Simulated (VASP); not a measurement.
# LaH3 (Fm-3m) in VASP: electric field gradients with PBEsol

Aim: the electric field gradients of LaH3 with PBEsol.

Program: VASP 6.6.1. These are calculated values, not measurements. Logs are shortened: lines on timing, memory, paths and dates and some standing lists are left out, and cuts for length are marked.

### 1 The cell of the first run

The structure is cubic, space group Fm-3m (No. 225). Conventional cell: a = 5.573 Å, b = 5.573 Å, c = 5.573 Å, α = 90.00°, β = 90.00°, γ = 90.00°. La (site symmetry m-3m) has 14 H at 2.41 to 2.79 Å within 3.2 Å. Within 3.2 Å of H (site symmetry m-3m) lie 8 H at 2.41 Å and 6 La at 2.79 Å. H (site symmetry -43m) has 4 La at 2.41 Å and 10 H at 2.41 to 2.79 Å within 3.2 Å.

### 2 Electric field gradients, PBEsol

Input file INCAR:

```
ALGO     = Normal         # electronic algorithm
EDIFF    = 1E-8           # SCF threshold, eV
ENCUT    = 520            # plane-wave cutoff, eV
GGA      = PS             # functional
ISIF     = 2              # what is computed and relaxed
ISMEAR   = -1             # smearing method
LASPH    = T              # aspherical terms in the spheres
LCHARG   = F              # write CHGCAR
LEFG     = T            
LREAL    = F              # projectors in reciprocal space
LWAVE    = F              # write WAVECAR
NBANDS   = 15             # bands
NELM     = 80             # most SCF steps
PREC     = Accurate       # precision mode
SIGMA    = 0.08           # smearing width, eV
```

Input file KPOINTS:

```
k-points
0
Gamma
  13 13 13
```

Input file POSCAR:

```
LaH3
1.0
    0.0000000000      2.7864794500      2.7864794500
    2.7864794500      0.0000000000      2.7864794500
    2.7864794500      2.7864794500      0.0000000000
La H
1 3
Direct
    0.0000000000      0.0000000000      0.0000000000
    0.5000000000      0.5000000000      0.5000000000
    0.7500000000      0.7500000000      0.7500000000
    0.2500000000      0.2500000000      0.2500000000
```

Potentials or basis: VASP PAW PBE potentials, release 64 (La, H).

Run with:

```
$ cat potpaw_PBE.64/La/POTCAR potpaw_PBE.64/H/POTCAR > POTCAR
$ mpirun -np 1 vasp_std > vasp.out
```

OUTCAR:

```text
EDIFF = 1E-8
   ENCUT = 520
   GGA = PS
   ISIF = 2
   ISMEAR = -1
   LASPH = T
   LREAL = F
   NELM = 80
   PREC = Accurate

 ion  position               nearest neighbor table
   1  0.000  0.000  0.000-
   2  0.500  0.500  0.500-
   3  0.750  0.750  0.750-
   4  0.250  0.250  0.250-

  LATTYP: Found a face centered cubic cell.
 ALAT       =     5.5729589000

  Lattice vectors:

 A1 = (   0.0000000000,   2.7864794500,   2.7864794500)
 A2 = (   2.7864794500,   0.0000000000,   2.7864794500)
 A3 = (   2.7864794500,   2.7864794500,   0.0000000000)

Analysis of symmetry for initial positions (statically):
=====================================================================
 Subroutine PRICEL returns:
 Original cell was already a primitive cell.

 Routine SETGRP: Setting up the symmetry group for a
 face centered cubic supercell.

 Subroutine GETGRP returns: Found 48 space group operations
 (whereof 48 operations were pure point group operations)
 out of a pool of 48 trial point group operations.

The static configuration has the point symmetry O_h .

Analysis of symmetry for dynamics (positions and initial velocities):
=====================================================================
 Subroutine PRICEL returns:
 Original cell was already a primitive cell.

 Routine SETGRP: Setting up the symmetry group for a
 face centered cubic supercell.

 Subroutine GETGRP returns: Found 48 space group operations
 (whereof 48 operations were pure point group operations)
 out of a pool of 48 trial point group operations.

The dynamic configuration has the point symmetry O_h .

 Subroutine INISYM returns: Found 48 space group operations
 (whereof 48 operations are pure point group operations),
 and found     1 'primitive' translations

----------------------------------------------------------------------------------------

                                     Primitive cell

  volume of cell :      43.2711

  direct lattice vectors                    reciprocal lattice vectors
     0.000000000  2.786479450  2.786479450    -0.179437892  0.179437892  0.179437892
     2.786479450  0.000000000  2.786479450     0.179437892 -0.179437892  0.179437892
     2.786479450  2.786479450  0.000000000     0.179437892  0.179437892 -0.179437892

  length of vectors
     3.940677029  3.940677029  3.940677029     0.310795547  0.310795547  0.310795547

  position of ions in fractional coordinates (direct lattice)
     0.000000000  0.000000000  0.000000000
     0.500000000  0.500000000  0.500000000
     0.750000000  0.750000000  0.750000000
     0.250000000  0.250000000  0.250000000

  ion indices of the primitive-cell ions
   primitive index   ion index
                 1           1
                 2           2
                 3           3
                 4           4

----------------------------------------------------------------------------------------

 KPOINTS: k-points

Automatic generation of k-mesh.
 Grid dimensions read from file:
 generate k-points for:   13   13   13

 Generating k-lattice:

  Cartesian coordinates                     Fractional coordinates (reciprocal lattice)
    -0.013802915  0.013802915  0.013802915     0.076923077  0.000000000  0.000000000
     0.013802915 -0.013802915  0.013802915     0.000000000  0.076923077  0.000000000
     0.013802915  0.013802915 -0.013802915     0.000000000  0.000000000  0.076923077

  Length of vectors
     0.023907350  0.023907350  0.023907350

  Shift w.r.t. Gamma in fractional coordinates (k-lattice)
     0.000000000  0.000000000  0.000000000
[... 45 lines left out ...]
   ISPIN  =      1    spin polarized calculation?
   LNONCOLLINEAR =      F non collinear calculations
   LSORBIT =      F    spin-orbit coupling
   LASPH  =      T    aspherical Exc in radial PAW
   ENCUT  =  520.0 eV  38.22 Ry    6.18 a.u.   7.33  7.33  7.33*2*pi/ulx,y,z
   NELM   =     80;   NELMIN=  2; NELMDL= -5     # of ELM steps
   EDIFF  = 0.1E-07   stopping-criterion for ELM
   LREAL  =      F    real-space projection
   EDIFFG = 0.1E-06   stopping-criterion for IOM
   NSW    =      0    number of steps for IOM
   IBRION =     -1    ionic relax: 0-MD 1-quasi-New 2-CG
   NFREE  =      0    steps in history (QN), initial steepest desc. (CG)
   ISIF   =      2    stress and relaxation
   ISYM   =      2    0-nonsym 1-usesym 2-fastsym
   POTIM  = 0.5000    time-step for ionic-motion
   TEBEG  =    0.0;   TEEND  =   0.0 temperature during run
   PSTRESS=    0.0 pullay stress
   NELECT =      14.0000    total number of electrons
   NUPDOWN=      -1.0000    fix difference up-down
   EMIN   =  10.00;   EMAX   =-10.00  energy-range for DOS
   EFERMI =   0.00;   METHOD = LEGACY
   ISMEAR =    -1;   SIGMA  =   0.08  broadening in eV -4-tet -1-fermi 0-gaus
   EFERMI_NEDOS =   21; number of points for ismear=-14 and -15
   IALGO  =     38    algorithm
   IMIX   =      4    mixing-type and parameters
     AMIX     =   0.40;   BMIX     =  1.00
     AMIX_MAG =   1.60;   BMIX_MAG =  1.00
  volume/ion in A,a.u.               =      10.82        73.00
  Fermi-wavevector in a.u.,A,eV,Ry     =   1.123876  2.123817 17.185477  1.263097
  Thomas-Fermi vector in A             =   2.260545
   LORBIT       =      0    0 simple, 1 ext, 2 COOP (PROOUT), +10 PAW based schemes
   GGA     = PS    functional components
   LHFCALC =     F    Hartree Fock is set to
   AEXX    =    0.0000 exact exchange contribution
   IVDW    =     0    specifies the selected vdW correction
   LEPSILON=     F    determine dielectric tensor
   LRPA    =     F    only Hartree local field effects (RPA)
 non-spin polarized calculation
  energy-cutoff  :      520.00
  volume of cell :       43.27
 maximum number of plane-waves:      1211
 NGX is ok and might be reduce to    30
   NGX = 15   NGY = 15   NGZ = 15

 number of electron      13.9999998 magnetization

 Free energy of the ion-electron system (eV)
  ---------------------------------------------------
  ext. energy  EPLUGINS =         0.00000000
  ---------------------------------------------------
  free energy    TOTEN  =       -17.69289047 eV

  energy without entropy =      -17.68897644  energy(sigma->0) =      -17.69093346

 E-fermi :   7.6354     XC(G=0): -10.1900

 val. band max:        7.2453243475   @ k =  -0.0769   0.0769   0.0000
 cond. band min:       7.6486649526   @ k =   0.0769   0.0769   0.0000
 fundamental gap:      0.4033406051
 Fermi energy:         7.6353842201

 k-point     1 :       0.0000    0.0000    0.0000
  band No.  band energies     occupation
      1     -25.6951      2.00000
      2      -8.9320      2.00000
      3      -8.9320      2.00000
      4      -8.9320      2.00000
      5      -0.4106      2.00000
      6       4.7143      2.00000
      7       7.9056      0.06603
      8       7.9056      0.06603
      9       7.9056      0.06603
     10       8.1631      0.00273
     11       8.9498      0.00000
     12       8.9498      0.00000
     13       8.9498      0.00000
     14       9.5614      0.00000
[... 401 lines left out ...]
      2      -9.9680      2.00000
      3      -9.2048      2.00000
      4      -9.1140      2.00000
      5       1.9694      2.00000
      6       3.2736      2.00000
      7       4.6276      2.00000
      8       8.1913      0.00192
      9       8.7739      0.00000
     10       8.8860      0.00000
     11       9.0748      0.00000
     12       9.4117      0.00000
     13       9.4132      0.00000
     14       9.4776      0.00000
     15       9.7038      0.00000

 [... further k-points ...]

------------------------ aborting loop because EDIFF is reached ----------------------------------------

  FORCE on cell =-STRESS in cart. coord.  units (eV):
  Direction    XX          YY          ZZ          XY          YZ          ZX
  --------------------------------------------------------------------------------------
  -------------------------------------------------------------------------------------
  Total       -0.8865693     -0.8865693     -0.8865693      0.0000000      0.0000000     -0.0000000
  in kB      -32.8265875    -32.8265875    -32.8265875      0.0000000      0.0000000     -0.0000000
  external PRESSURE =     -32.8265875 kB  Pullay stress =       0.0000000 kB

 VOLUME and BASIS-vectors are now :
 -----------------------------------------------------------------------------
  energy-cutoff  :      520.00
  volume of cell :       43.27
      direct lattice vectors                 reciprocal lattice vectors
     0.000000000  2.786479450  2.786479450    -0.179437892  0.179437892  0.179437892
     2.786479450  0.000000000  2.786479450     0.179437892 -0.179437892  0.179437892
     2.786479450  2.786479450  0.000000000     0.179437892  0.179437892 -0.179437892

 POSITION                                       TOTAL-FORCE (eV/Angst)
 -----------------------------------------------------------------------------------
      0.00000      0.00000      0.00000         0.000000     -0.000000      0.000000
      2.78648      2.78648      2.78648         0.000000     -0.000000      0.000000
      4.17972      4.17972      4.17972         0.000000      0.000000     -0.000000
      1.39324      1.39324      1.39324        -0.000000     -0.000000      0.000000
 -----------------------------------------------------------------------------------
    total drift:                                0.000000     -0.000000     -0.000000

  FREE ENERGIE OF THE ION-ELECTRON SYSTEM (eV)
  ---------------------------------------------------
  free  energy   TOTEN  =       -17.6928904677 eV

  energy  without entropy=      -17.6889764435  energy(sigma->0) =      -17.69093346

 Electric field gradients (V/A^2)
---------------------------------------------------------------------
 ion       V_xx      V_yy      V_zz      V_xy      V_xz      V_yz
---------------------------------------------------------------------
   1      -0.000    -0.000    -0.000     0.000     0.000     0.000
   2      -0.000     0.000     0.000    -0.001    -0.001    -0.001
   3      -0.000    -0.000    -0.000    -0.001    -0.001    -0.001
   4      -0.000    -0.000    -0.000    -0.001    -0.001    -0.001
---------------------------------------------------------------------

 Electric field gradients after diagonalization (V/A^2)
 (convention: |V_zz| > |V_xx| > |V_yy|)
----------------------------------------------------------------------
 ion       V_xx      V_yy      V_zz     asymmetry (V_yy - V_xx)/ V_zz
----------------------------------------------------------------------
   1      -0.000    -0.000     0.001       0.000
   2       0.001     0.001    -0.001       0.000
   3       0.001     0.001    -0.001       0.000
   4       0.001     0.001    -0.001       0.000
----------------------------------------------------------------------

           NMR quadrupolar parameters

 Cq : quadrupolar parameter    Cq=e*Q*V_zz/h
 eta: asymmetry parameters     (V_yy - V_xx)/ V_zz
 Q  : nuclear electric quadrupole moment in mb (millibarn)
----------------------------------------------------------------------
 ion       Cq(MHz)       eta       Q (mb)
----------------------------------------------------------------------
   1       0.000       0.000       1.000
   2      -0.000       0.000       1.000
   3      -0.000       0.000       1.000
   4      -0.000       0.000       1.000
----------------------------------------------------------------------
```

Run time: 2.3 min. Hardware: 1 thread of AMD EPYC 7R13, shared host; peak memory 0.19 GiB.

Results:

* Free energy: -17.6929 eV
* Pressure: -3.3 GPa
* Band gap on the k mesh: zero (bands 7 and 8 overlap by 0.15 eV)
* Largest electric field gradient by atom: zero within the noise of the run

Levels at points of the mesh, in eV from the Fermi level:
```tsv
k point	band 5	band 6	band 7	band 8	band 9	band 10
(0.00, 0.00, 0.00)	-8.05	-2.92	0.27	0.27	0.27	0.53
```

Caveat: the cell stands under tension; the PAW data sets were made with another functional, which shifts forces and pressure a little; spin-orbit coupling is left out, which moves the levels of the heavy elements.
